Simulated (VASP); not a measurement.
# Nb (Fm-3m) in VASP: notebook

The runs below take Nb through electric field gradients, with LDA.

Program: VASP 6.6.1. These are calculated values, not measurements. Logs are shortened: lines on timing, memory, paths and dates and some standing lists are left out, and cuts for length are marked.

### Step 1. The cell of the first run

The structure is cubic, space group Fm-3m (No. 225). The conventional cell has a = 4.244 Å, b = 4.244 Å, c = 4.244 Å, α = 90.00°, β = 90.00°, γ = 90.00°. Within 4.0 Å of Nb (site symmetry m-3m) lie 12 Nb at 3.00 Å.

### Step 2. Electric field gradients, LDA (volume scaled by 1.01)

File INCAR:

```
  PREC = Accurate
  ENCUT = 520
  EDIFF = 1E-8
  ISMEAR = -1
  SIGMA = 0.03
  LREAL = F
  LASPH = T
  NELM = 80
  ALGO = Normal
  ISIF = 2
  LWAVE = F
  LCHARG = F
  LEFG = T
  NBANDS = 12
```

File KPOINTS:

```
Automatic mesh
0
Gamma
  13 13 13
```

File POSCAR:

```
Nb
1.0
    0.0000000000      2.1220266297      2.1220266297
    2.1220266297      0.0000000000      2.1220266297
    2.1220266297      2.1220266297      0.0000000000
Nb
1
Direct
    0.0000000000      0.0000000000      0.0000000000
```

Potentials or basis: VASP PAW LDA potentials, release 64 (Nb_sv).

The run is started by

```sh
> cat potpaw_LDA.64/Nb_sv/POTCAR > POTCAR
> mpirun -np 1 vasp_std > vasp.out
```

OUTCAR:

```text
PREC = Accurate
   ENCUT = 520
   EDIFF = 1E-8
   ISMEAR = -1
   LREAL = F
   LASPH = T
   NELM = 80
   ISIF = 2

 ion  position               nearest neighbor table
   1  0.000  0.000  0.000-

  LATTYP: Found a face centered cubic cell.
 ALAT       =     4.2440532594

  Lattice vectors:

 A1 = (   0.0000000000,   2.1220266297,   2.1220266297)
 A2 = (   2.1220266297,   0.0000000000,   2.1220266297)
 A3 = (   2.1220266297,   2.1220266297,   0.0000000000)

Analysis of symmetry for initial positions (statically):
=====================================================================
 Subroutine PRICEL returns:
 Original cell was already a primitive cell.

 Routine SETGRP: Setting up the symmetry group for a
 face centered cubic supercell.

 Subroutine GETGRP returns: Found 48 space group operations
 (whereof 48 operations were pure point group operations)
 out of a pool of 48 trial point group operations.

The static configuration has the point symmetry O_h .

Analysis of symmetry for dynamics (positions and initial velocities):
=====================================================================
 Subroutine PRICEL returns:
 Original cell was already a primitive cell.

 Routine SETGRP: Setting up the symmetry group for a
 face centered cubic supercell.

 Subroutine GETGRP returns: Found 48 space group operations
 (whereof 48 operations were pure point group operations)
 out of a pool of 48 trial point group operations.

The dynamic configuration has the point symmetry O_h .

 Subroutine INISYM returns: Found 48 space group operations
 (whereof 48 operations are pure point group operations),
 and found     1 'primitive' translations

----------------------------------------------------------------------------------------

                                     Primitive cell

  volume of cell :      19.1110

  direct lattice vectors                    reciprocal lattice vectors
     0.000000000  2.122026630  2.122026630    -0.235623810  0.235623810  0.235623810
     2.122026630  0.000000000  2.122026630     0.235623810 -0.235623810  0.235623810
     2.122026630  2.122026630  0.000000000     0.235623810  0.235623810 -0.235623810

  length of vectors
     3.000998839  3.000998839  3.000998839     0.408112411  0.408112411  0.408112411

[... 118 lines left out ...]
  ---------------------------------------------------
  ext. energy  EPLUGINS =         0.00000000
  ---------------------------------------------------
  free energy    TOTEN  =       -10.83671270 eV

  energy without entropy =      -10.83147042  energy(sigma->0) =      -10.83409156

 E-fermi :  10.4862     XC(G=0): -12.4166

 val. band max:       10.4852780999   @ k =  -0.3846   0.3077   0.0000
 cond. band min:      10.4913415995   @ k =   0.4615   0.1538   0.0000
 fundamental gap:      0.0060634996
 Fermi energy:        10.4861926605

 k-point     1 :       0.0000    0.0000    0.0000
  band No.  band energies     occupation
      1     -43.9896      2.00000
      2     -19.5644      2.00000
      3     -19.5644      2.00000
      4     -19.5644      2.00000
      5       4.3634      2.00000
      6      10.6105      0.03119
      7      10.6105      0.03119
      8      10.6105      0.03119
      9      13.1160      0.00000
     10      13.1160      0.00000
     11      22.3763      0.00000
     12      27.0008      0.00000
[... 331 lines left out ...]
 k-point    24 :       0.4615    0.1538    0.0000
  band No.  band energies     occupation
      1     -43.8012      2.00000
      2     -20.5605      2.00000
      3     -19.8408      2.00000
      4     -19.7724      2.00000
      5       7.3669      2.00000
      6       9.5274      2.00000
      7      10.4913      0.91439
      8      11.2272      0.00000
      9      15.1318      0.00000
     10      15.5607      0.00000
     11      21.0417      0.00000
     12      23.9897      0.00000

 [... further k-points ...]
[... 5 lines left out ...]
  --------------------------------------------------------------------------------------
  -------------------------------------------------------------------------------------
  Total       -1.4132297     -1.4132297     -1.4132297      0.0000000      0.0000000     -0.0000000
  in kB     -118.4788542   -118.4788542   -118.4788542      0.0000000      0.0000000     -0.0000000
  external PRESSURE =    -118.4788542 kB  Pullay stress =       0.0000000 kB

 VOLUME and BASIS-vectors are now :
 -----------------------------------------------------------------------------
  energy-cutoff  :      520.00
  volume of cell :       19.11
      direct lattice vectors                 reciprocal lattice vectors
     0.000000000  2.122026630  2.122026630    -0.235623810  0.235623810  0.235623810
     2.122026630  0.000000000  2.122026630     0.235623810 -0.235623810  0.235623810
     2.122026630  2.122026630  0.000000000     0.235623810  0.235623810 -0.235623810

 POSITION                                       TOTAL-FORCE (eV/Angst)
 -----------------------------------------------------------------------------------
      0.00000      0.00000      0.00000        -0.000000     -0.000000     -0.000000
 -----------------------------------------------------------------------------------
    total drift:                                0.000000      0.000000      0.000000

  FREE ENERGIE OF THE ION-ELECTRON SYSTEM (eV)
  ---------------------------------------------------
  free  energy   TOTEN  =       -10.8367126954 eV

  energy  without entropy=      -10.8314704169  energy(sigma->0) =      -10.83409156

 Electric field gradients (V/A^2)
---------------------------------------------------------------------
 ion       V_xx      V_yy      V_zz      V_xy      V_xz      V_yz
---------------------------------------------------------------------
   1       0.000    -0.000    -0.000     0.000     0.000     0.000
---------------------------------------------------------------------

 Electric field gradients after diagonalization (V/A^2)
 (convention: |V_zz| > |V_xx| > |V_yy|)
----------------------------------------------------------------------
 ion       V_xx      V_yy      V_zz     asymmetry (V_yy - V_xx)/ V_zz
----------------------------------------------------------------------
   1      -0.000    -0.000     0.000       0.000
----------------------------------------------------------------------

           NMR quadrupolar parameters

 Cq : quadrupolar parameter    Cq=e*Q*V_zz/h
 eta: asymmetry parameters     (V_yy - V_xx)/ V_zz
 Q  : nuclear electric quadrupole moment in mb (millibarn)
----------------------------------------------------------------------
 ion       Cq(MHz)       eta       Q (mb)
----------------------------------------------------------------------
   1       0.000       0.000       1.000
----------------------------------------------------------------------
```

OSZICAR:

```text
N       E                     dE             d eps       ncg     rms          rms(c)
DAV:   1     0.124175079827E+03    0.12418E+03   -0.71499E+03  2024   0.108E+03
DAV:   2    -0.577754447231E+01   -0.12995E+03   -0.12495E+03  2216   0.411E+02
DAV:   3    -0.110509999929E+02   -0.52735E+01   -0.50311E+01  3084   0.744E+01
DAV:   4    -0.113693539021E+02   -0.31835E+00   -0.31425E+00  2880   0.147E+01
DAV:   5    -0.113798718050E+02   -0.10518E-01   -0.10512E-01  3108   0.258E+00    0.644E+00
DAV:   6    -0.108977647792E+02    0.48211E+00   -0.72396E-01  3272   0.107E+01    0.223E+00
DAV:   7    -0.108351626837E+02    0.62602E-01   -0.19540E-01  3324   0.533E+00    0.918E-01
DAV:   8    -0.108366592593E+02   -0.14966E-02   -0.11782E-02  2512   0.139E+00    0.453E-02
DAV:   9    -0.108367042980E+02   -0.45039E-04   -0.78836E-04  3492   0.312E-01    0.257E-02
DAV:  10    -0.108367111846E+02   -0.68866E-05   -0.72959E-06  2528   0.316E-02    0.169E-02
DAV:  11    -0.108367126771E+02   -0.14925E-05   -0.10195E-05  2652   0.527E-02    0.236E-03
DAV:  12    -0.108367127210E+02   -0.43833E-07   -0.74605E-07  2728   0.747E-03    0.144E-03
DAV:  13    -0.108367126948E+02    0.26178E-07   -0.44838E-08  2872   0.339E-03    0.898E-05
DAV:  14    -0.108367126954E+02   -0.64028E-09   -0.13085E-09  1564   0.364E-04
   1 F= -.10836713E+02 E0= -.10834092E+02  d E =-.524228E-02
```

Wall time 8.9 s (1 thread of Intel Xeon 6975P-C (Granite Rapids), shared host); peak memory 0.13 GiB.

Results:

```
Free energy : -10.8367 eV
Pressure    : -11.8 GPa
```

Caveat: without QUAD_EFG the Cq values of the log hold for a quadrupole moment of 1 mb, not for the nuclei.

### Step 3. Electric field gradients, LDA (volume scaled by 1.04)

File INCAR:

```
SYSTEM = Nb
ALGO = Normal
EDIFF = 1E-8
ENCUT = 520
ISIF = 2
ISMEAR = -1
LASPH = .TRUE.
LCHARG = .FALSE.
LEFG = .TRUE.
LREAL = .FALSE.
LWAVE = .FALSE.
NBANDS = 12
NELM = 100
PREC = Accurate
SIGMA = 0.03
```

File KPOINTS:

```
k-points
0
G
  13 13 13
  0 0 0
```

File POSCAR:

```
Nb
1.0
    0.0000000000      2.1428321391      2.1428321391
    2.1428321391      0.0000000000      2.1428321391
    2.1428321391      2.1428321391      0.0000000000
Nb
1
Direct
    0.0000000000      0.0000000000      0.0000000000
```

Potentials or basis: VASP PAW LDA potentials, release 64 (Nb_sv).

The run is started by

```sh
> cat potpaw_LDA.64/Nb_sv/POTCAR > POTCAR
> mpirun -np 1 vasp_std > vasp.out
```

OUTCAR:

```text
SYSTEM = Nb
   EDIFF = 1E-8
   ENCUT = 520
   ISIF = 2
   ISMEAR = -1
   LASPH = .TRUE.
   LREAL = .FALSE.
   NELM = 100
   PREC = Accurate

 ion  position               nearest neighbor table
   1  0.000  0.000  0.000-

  LATTYP: Found a face centered cubic cell.
 ALAT       =     4.2856642782

  Lattice vectors:

 A1 = (   0.0000000000,   2.1428321391,   2.1428321391)
[... 566 lines left out ...]
    total drift:                               -0.000000      0.000000      0.000000

  FREE ENERGIE OF THE ION-ELECTRON SYSTEM (eV)
  ---------------------------------------------------
  free  energy   TOTEN  =       -10.7881000069 eV

  energy  without entropy=      -10.7824936638  energy(sigma->0) =      -10.78529684

 Electric field gradients (V/A^2)
---------------------------------------------------------------------
 ion       V_xx      V_yy      V_zz      V_xy      V_xz      V_yz
---------------------------------------------------------------------
   1      -0.000     0.000    -0.000     0.000     0.000     0.000
---------------------------------------------------------------------

 Electric field gradients after diagonalization (V/A^2)
 (convention: |V_zz| > |V_xx| > |V_yy|)
----------------------------------------------------------------------
 ion       V_xx      V_yy      V_zz     asymmetry (V_yy - V_xx)/ V_zz
----------------------------------------------------------------------
   1      -0.000    -0.000     0.000       0.000
----------------------------------------------------------------------

           NMR quadrupolar parameters

 Cq : quadrupolar parameter    Cq=e*Q*V_zz/h
 eta: asymmetry parameters     (V_yy - V_xx)/ V_zz
 Q  : nuclear electric quadrupole moment in mb (millibarn)
----------------------------------------------------------------------
 ion       Cq(MHz)       eta       Q (mb)
----------------------------------------------------------------------
   1       0.000       0.000       1.000
----------------------------------------------------------------------
```

OSZICAR:

```text
N       E                     dE             d eps       ncg     rms          rms(c)
DAV:   1     0.120877532558E+03    0.12088E+03   -0.71741E+03  2016   0.108E+03
DAV:   2    -0.570315286990E+01   -0.12658E+03   -0.12225E+03  2228   0.404E+02
DAV:   3    -0.110113772003E+02   -0.53082E+01   -0.50533E+01  3048   0.727E+01
DAV:   4    -0.113458644150E+02   -0.33449E+00   -0.33123E+00  2936   0.152E+01
DAV:   5    -0.113631503567E+02   -0.17286E-01   -0.17271E-01  3124   0.304E+00    0.623E+00
DAV:   6    -0.108522499316E+02    0.51090E+00   -0.77931E-01  3252   0.109E+01    0.213E+00
DAV:   7    -0.107869683462E+02    0.65282E-01   -0.19828E-01  3332   0.529E+00    0.916E-01
DAV:   8    -0.107880434305E+02   -0.10751E-02   -0.11558E-02  2492   0.138E+00    0.490E-02
DAV:   9    -0.107880914985E+02   -0.48068E-04   -0.79340E-04  3476   0.313E-01    0.244E-02
DAV:  10    -0.107880984082E+02   -0.69098E-05   -0.99200E-06  2520   0.327E-02    0.164E-02
DAV:  11    -0.107881000139E+02   -0.16056E-05   -0.96516E-06  2808   0.497E-02    0.201E-03
DAV:  12    -0.107881000280E+02   -0.14135E-07   -0.68470E-07  2916   0.757E-03    0.150E-03
DAV:  13    -0.107881000073E+02    0.20711E-07   -0.36943E-08  2588   0.285E-03    0.107E-04
DAV:  14    -0.107881000069E+02    0.36516E-09   -0.16060E-09  1548   0.399E-04
   1 F= -.10788100E+02 E0= -.10785297E+02  d E =-.560634E-02
```

stdout:

```text
POSCAR found type information on POSCAR Nb
 POSCAR found :  1 types and       1 ions
 scaLAPACK will be used
 LDA part: xc-table for (Slater(with rela. corr.)+CA(PZ))
 , standard interpolation
 POSCAR, INCAR and KPOINTS ok, starting setup
 FFT: planning ... GRIDC
 FFT: planning ... GRID_SOFT
 FFT: planning ... GRID
 WAVECAR not read
 entering main loop
ion   1
```

Run time: 8.5 s. Hardware: 1 thread of Intel Xeon 6975P-C (Granite Rapids), shared host; peak memory 0.13 GiB.

What came out:

| Property | Result |
| --- | --- |
| Free energy | -10.7881 eV |
| Pressure | -15.7 GPa |

Levels at points of the mesh, in eV from the Fermi level:
```csv
k point,band 4,band 5,band 6,band 7,band 8,band 9
"(0.00, 0.00, 0.00)",-30.13,-6.04,0.15,0.15,0.15,2.55
```

Caveat: without QUAD_EFG the Cq values of the log hold for a quadrupole moment of 1 mb, not for the nuclei.
